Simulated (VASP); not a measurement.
# O (Pm-3m) in VASP: single point with PBEsol

Aim: the single point of O with PBEsol.

Everything below comes from runs of VASP 6.6.1. Logs are shortened: lines on timing, memory, paths and dates and some standing lists are left out, and cuts for length are marked.

## 1. The cell of the first run

It takes space group Pm-3m (No. 221, cubic). The conventional cell has a = 4.046 Å, b = 4.046 Å, c = 4.046 Å, α = 90.00°, β = 90.00°, γ = 90.00°. O (site symmetry 4/mmm) has 8 O at 2.86 Å within 3.8 Å.

## 2. Single point, PBEsol

INCAR

```
PREC = Accurate
ENCUT = 520
EDIFF = 1E-6
ISMEAR = -1
SIGMA = 0.1
LREAL = F
LASPH = T
NELM = 100
ALGO = Normal
ISIF = 2
LWAVE = F
LCHARG = F
GGA = PS
NBANDS = 16
```

KPOINTS

```
Automatic mesh
0
Gamma
  6 6 6
```

POSCAR

```
O
1.0
    4.0464110000      0.0000000000      0.0000000000
    0.0000000000      4.0464110000      0.0000000000
    0.0000000000      0.0000000000      4.0464110000
O
3
Direct
    0.0000000000      0.5000000000      0.0000000000
    0.5000000000      0.0000000000      0.0000000000
    0.0000000000      0.0000000000      0.5000000000
```

Potentials or basis: VASP PAW PBE potentials, release 64 (O).

Started as:

```console
$ cat potpaw_PBE.64/O/POTCAR > POTCAR
$ mpirun -np 1 vasp_std > vasp.out
```

OUTCAR:

```text
PREC = Accurate
   ENCUT = 520
   EDIFF = 1E-6
   ISMEAR = -1
   LREAL = F
   LASPH = T
   NELM = 100
   ISIF = 2
   GGA = PS

 ion  position               nearest neighbor table
   1  0.000  0.500  0.000-
   2  0.500  0.000  0.000-
   3  0.000  0.000  0.500-

  LATTYP: Found a simple cubic cell.
 ALAT       =     4.0464110000

  Lattice vectors:

 A1 = (   4.0464110000,   0.0000000000,   0.0000000000)
 A2 = (   0.0000000000,   4.0464110000,   0.0000000000)
 A3 = (   0.0000000000,   0.0000000000,   4.0464110000)

Analysis of symmetry for initial positions (statically):
=====================================================================
 Subroutine PRICEL returns:
 Original cell was already a primitive cell.

 Routine SETGRP: Setting up the symmetry group for a
 simple cubic supercell.

 Subroutine GETGRP returns: Found 48 space group operations
 (whereof 48 operations were pure point group operations)
 out of a pool of 48 trial point group operations.

The static configuration has the point symmetry O_h .

Analysis of symmetry for dynamics (positions and initial velocities):
=====================================================================
 Subroutine PRICEL returns:
 Original cell was already a primitive cell.

 Routine SETGRP: Setting up the symmetry group for a
 simple cubic supercell.

 Subroutine GETGRP returns: Found 48 space group operations
 (whereof 48 operations were pure point group operations)
 out of a pool of 48 trial point group operations.

The dynamic configuration has the point symmetry O_h .

 Subroutine INISYM returns: Found 48 space group operations
 (whereof 48 operations are pure point group operations),
 and found     1 'primitive' translations

----------------------------------------------------------------------------------------

                                     Primitive cell

  volume of cell :      66.2537

  direct lattice vectors                    reciprocal lattice vectors
     4.046411000  0.000000000  0.000000000     0.247132582  0.000000000  0.000000000
     0.000000000  4.046411000  0.000000000     0.000000000  0.247132582  0.000000000
     0.000000000  0.000000000  4.046411000     0.000000000  0.000000000  0.247132582

  length of vectors
     4.046411000  4.046411000  4.046411000     0.247132582  0.247132582  0.247132582

  position of ions in fractional coordinates (direct lattice)
     0.000000000  0.500000000  0.000000000
     0.500000000  0.000000000  0.000000000
     0.000000000  0.000000000  0.500000000

  ion indices of the primitive-cell ions
   primitive index   ion index
                 1           1
                 2           2
                 3           3

----------------------------------------------------------------------------------------

 KPOINTS: Automatic mesh

Automatic generation of k-mesh.
 Grid dimensions read from file:
 generate k-points for:    6    6    6

 Generating k-lattice:

  Cartesian coordinates                     Fractional coordinates (reciprocal lattice)
     0.041188764  0.000000000  0.000000000     0.166666667  0.000000000  0.000000000
     0.000000000  0.041188764  0.000000000     0.000000000  0.166666667  0.000000000
     0.000000000  0.000000000  0.041188764     0.000000000  0.000000000  0.166666667

  Length of vectors
     0.041188764  0.041188764  0.041188764

  Shift w.r.t. Gamma in fractional coordinates (k-lattice)
     0.000000000  0.000000000  0.000000000

 Subroutine IBZKPT returns following result:
 ===========================================

 Found     20 irreducible k-points:

 Following reciprocal coordinates:
            Coordinates               Weight
  0.000000  0.000000  0.000000      1.000000
  0.166667  0.000000  0.000000      6.000000
  0.333333  0.000000  0.000000      6.000000
  0.500000  0.000000  0.000000      3.000000
  0.166667  0.166667  0.000000     12.000000
  0.333333  0.166667  0.000000     24.000000
[... 12 lines left out ...]
  0.500000  0.500000  0.333333      6.000000
  0.500000  0.500000  0.500000      1.000000
   k-points           NKPTS =     20   k-points in BZ     NKDIM =     20   number of bands    NBANDS=     16
   number of dos      NEDOS =    301   number of ions     NIONS =      3
   total plane-waves  NPLWV =  27000
   dimension x,y,z NGX =    30 NGY =   30 NGZ =   30
   dimension x,y,z NGXF=    60 NGYF=   60 NGZF=   60
   ions per type =               3
   NGX,Y,Z   is equivalent  to a cutoff of  12.33, 12.33, 12.33 a.u.
   NGXF,Y,Z  is equivalent  to a cutoff of  24.65, 24.65, 24.65 a.u.
 SYSTEM =  unknown system
   PREC   = accura    normal or accurate (medium, high low for compatibility)
   ISTART =      0    job   : 0-new  1-cont  2-samecut
   ICHARG =      2    charge: 1-file 2-atom 10-const
   ISPIN  =      1    spin polarized calculation?
   LNONCOLLINEAR =      F non collinear calculations
   LSORBIT =      F    spin-orbit coupling
   LASPH  =      T    aspherical Exc in radial PAW
   ENCUT  =  520.0 eV  38.22 Ry    6.18 a.u.   7.52  7.52  7.52*2*pi/ulx,y,z
   NELM   =    100;   NELMIN=  2; NELMDL= -5     # of ELM steps
   EDIFF  = 0.1E-05   stopping-criterion for ELM
   LREAL  =      F    real-space projection
   EDIFFG = 0.1E-04   stopping-criterion for IOM
   NSW    =      0    number of steps for IOM
   IBRION =     -1    ionic relax: 0-MD 1-quasi-New 2-CG
   NFREE  =      0    steps in history (QN), initial steepest desc. (CG)
   ISIF   =      2    stress and relaxation
   ISYM   =      2    0-nonsym 1-usesym 2-fastsym
   POTIM  = 0.5000    time-step for ionic-motion
   TEBEG  =    0.0;   TEEND  =   0.0 temperature during run
   PSTRESS=    0.0 pullay stress
   NELECT =      18.0000    total number of electrons
   NUPDOWN=      -1.0000    fix difference up-down
   EMIN   =  10.00;   EMAX   =-10.00  energy-range for DOS
   EFERMI =   0.00;   METHOD = LEGACY
   ISMEAR =    -1;   SIGMA  =   0.10  broadening in eV -4-tet -1-fermi 0-gaus
   EFERMI_NEDOS =   21; number of points for ismear=-14 and -15
   IALGO  =     38    algorithm
   IMIX   =      4    mixing-type and parameters
     AMIX     =   0.40;   BMIX     =  1.00
     AMIX_MAG =   1.60;   BMIX_MAG =  1.00
  volume/ion in A,a.u.               =      22.08       149.03
  Fermi-wavevector in a.u.,A,eV,Ry     =   1.060301  2.003678 15.296178  1.124237
  Thomas-Fermi vector in A             =   2.195677
   LORBIT       =      0    0 simple, 1 ext, 2 COOP (PROOUT), +10 PAW based schemes
   GGA     = PS    functional components
   LHFCALC =     F    Hartree Fock is set to
   AEXX    =    0.0000 exact exchange contribution
   IVDW    =     0    specifies the selected vdW correction
   LEPSILON=     F    determine dielectric tensor
   LRPA    =     F    only Hartree local field effects (RPA)
 non-spin polarized calculation
  energy-cutoff  :      520.00
  volume of cell :       66.25
 maximum number of plane-waves:      1804
   NGX = 15   NGY = 15   NGZ = 15

 number of electron      17.9999983 magnetization

 Free energy of the ion-electron system (eV)
  ---------------------------------------------------
  ext. energy  EPLUGINS =         0.00000000
  ---------------------------------------------------
  free energy    TOTEN  =        -4.18449284 eV

  energy without entropy =       -3.87671746  energy(sigma->0) =       -4.03060515

 E-fermi :  -5.6186     XC(G=0):  -7.0643

 val. band max:       -5.6447915382   @ k =   0.3333   0.3333   0.3333
 cond. band min:      -5.6115031732   @ k =   0.5000   0.3333   0.3333
 fundamental gap:      0.0332883650
 Fermi energy:        -5.6185783375

 k-point     1 :       0.0000    0.0000    0.0000
  band No.  band energies     occupation
      1     -21.5637      2.00000
      2     -20.6440      2.00000
      3     -20.6440      2.00000
      4      -7.0330      2.00000
      5      -7.0330      2.00000
      6      -7.0330      2.00000
[... 8 lines left out ...]
     15      10.5078      0.00000
     16      10.5078      0.00000

 k-point     2 :       0.1667    0.0000    0.0000
  band No.  band energies     occupation
      1     -21.5108      2.00000
      2     -20.7005      2.00000
      3     -20.6416      2.00000
      4      -6.9627      2.00000
      5      -6.9627      2.00000
      6      -6.9589      2.00000
[... 8 lines left out ...]
     15       9.7475      0.00000
     16      10.8013      0.00000

 k-point     3 :       0.3333    0.0000    0.0000
  band No.  band energies     occupation
      1     -21.3744      2.00000
      2     -20.8447      2.00000
      3     -20.6361      2.00000
      4      -6.7882      1.99998
      5      -6.7882      1.99998
      6      -6.7309      1.99997
[... 8 lines left out ...]
     15       9.7306      0.00000
     16      11.4741      0.00000

 k-point     4 :       0.5000    0.0000    0.0000
  band No.  band energies     occupation
      1     -21.2633      2.00000
      2     -20.9599      2.00000
      3     -20.6335      2.00000
      4      -6.6671      1.99994
      5      -6.6671      1.99994
      6      -6.4247      1.99937
[... 8 lines left out ...]
     15      10.0384      0.00000
     16      11.8647      0.00000
[... 248 lines left out ...]
 k-point    18 :       0.5000    0.3333    0.3333
  band No.  band energies     occupation
      1     -21.0132      2.00000
      2     -20.9337      2.00000
      3     -20.8548      2.00000
      4      -7.6245      2.00000
      5      -6.9053      1.99999
      6      -6.8232      1.99999
[... 8 lines left out ...]
     15       9.3044      0.00000
     16       9.9785      0.00000

 k-point    19 :       0.5000    0.5000    0.3333
  band No.  band energies     occupation
      1     -20.9308      2.00000
      2     -20.9294      2.00000
      3     -20.9294      2.00000
      4      -7.7483      2.00000
      5      -6.9916      2.00000
      6      -6.8509      1.99999
[... 8 lines left out ...]
     15       9.0954      0.00000
     16       9.9661      0.00000

 k-point    20 :       0.5000    0.5000    0.5000
  band No.  band energies     occupation
      1     -20.9248      2.00000
      2     -20.9248      2.00000
      3     -20.9248      2.00000
      4      -7.8923      2.00000
      5      -6.9776      2.00000
      6      -6.9776      2.00000
[... 8 lines left out ...]
     15       9.8203      0.00000
     16       9.8203      0.00000

------------------------ aborting loop because EDIFF is reached ----------------------------------------

  FORCE on cell =-STRESS in cart. coord.  units (eV):
  Direction    XX          YY          ZZ          XY          YZ          ZX
  --------------------------------------------------------------------------------------
  -------------------------------------------------------------------------------------
  Total       -5.5185422     -5.5185422     -5.5185422     -0.0000000      0.0000000     -0.0000000
  in kB     -133.4519655   -133.4519655   -133.4519655     -0.0000000      0.0000000     -0.0000000
  external PRESSURE =    -133.4519655 kB  Pullay stress =       0.0000000 kB

 VOLUME and BASIS-vectors are now :
 -----------------------------------------------------------------------------
  energy-cutoff  :      520.00
  volume of cell :       66.25
      direct lattice vectors                 reciprocal lattice vectors
     4.046411000  0.000000000  0.000000000     0.247132582  0.000000000  0.000000000
     0.000000000  4.046411000  0.000000000     0.000000000  0.247132582  0.000000000
     0.000000000  0.000000000  4.046411000     0.000000000  0.000000000  0.247132582

 POSITION                                       TOTAL-FORCE (eV/Angst)
 -----------------------------------------------------------------------------------
      0.00000      2.02321      0.00000         0.000000      0.000000      0.000000
      2.02321      0.00000      0.00000         0.000000      0.000000      0.000000
      0.00000      0.00000      2.02321         0.000000      0.000000      0.000000
 -----------------------------------------------------------------------------------
    total drift:                                0.000000      0.000000      0.000000

  FREE ENERGIE OF THE ION-ELECTRON SYSTEM (eV)
  ---------------------------------------------------
  free  energy   TOTEN  =        -4.1844928399 eV

  energy  without entropy=       -3.8767174597  energy(sigma->0) =       -4.03060515
```

Run time: 26 s. Hardware: 1 thread of Intel Xeon 8259CL, shared host; peak memory 0.16 GiB.

What came out:

```yaml
Free_energy: -4.1845 eV
Pressure: -13.3 GPa
Band_gap_on_the_k_mesh: zero (band 9 reaches -5.28 eV, above the bottom of band 10 at -5.96 eV)
```

Levels at points of the mesh, in eV from the Fermi level:
| k point | band 7 | band 8 | band 9 | band 10 | band 11 | band 12 |
| --- | --- | --- | --- | --- | --- | --- |
| (0.00, 0.00, 0.00) | -0.09 | -0.09 | -0.09 | 0.40 | 0.40 | 0.40 |
| (0.50, 0.00, 0.00) | -0.63 | -0.37 | -0.37 | -0.23 | 0.25 | 0.25 |
| (0.50, 0.50, 0.00) | -0.49 | -0.49 | -0.35 | -0.35 | 0.33 | 0.47 |
| (0.50, 0.50, 0.50) | -1.36 | 0.34 | 0.34 | 0.48 | 0.48 | 0.48 |

Caveat: the PAW data sets were made with another functional, which shifts forces and pressure a little.
